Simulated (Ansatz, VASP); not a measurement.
# SiGe4W in VASP and in Ansatz

```
Si Ge W
1.0
     0.00000    3.75269    3.75269
     3.75269    0.00000    3.75269
     3.75269    3.75269    0.00000
Si Ge W
1 4 1
Direct
  0.00000 0.00000 0.00000
  0.62451 0.62451 0.12646
  0.62451 0.12646 0.62451
  0.12646 0.62451 0.62451
  0.62451 0.62451 0.62451
  0.25000 0.25000 0.25000
```

Change from the starting cell: species swapped into the CePrAl4 type (F-43m, No. 216).

Alike in both runs: functional PBE; k mesh 10 × 10 × 10; occupations gaussian, width 0.1 eV; no spin polarisation.

Ansatz relaxed the structure, and its values are those at the end. VASP's run is a single point on that final structure, the one shown.

```csv
,VASP,Ansatz
version,VASP 6.6.1,Ansatz 0.2.0
potentials or method,"VASP PAW PBE potentials, release 64 (Si, Ge_d, W_sv), cutoff 520 eV","scalar-relativistic, plane waves, PAW"
valence electrons in the cell,74,74
```

```csv
,VASP,Ansatz,Ansatz less VASP
gap on the k mesh at the Fermi level (eV),none,none,-
pressure (GPa),0.1,0.0,-0.07
```

A gap of «none» marks a metal or a gap that the smearing closes.

Spin-orbit coupling is off throughout.
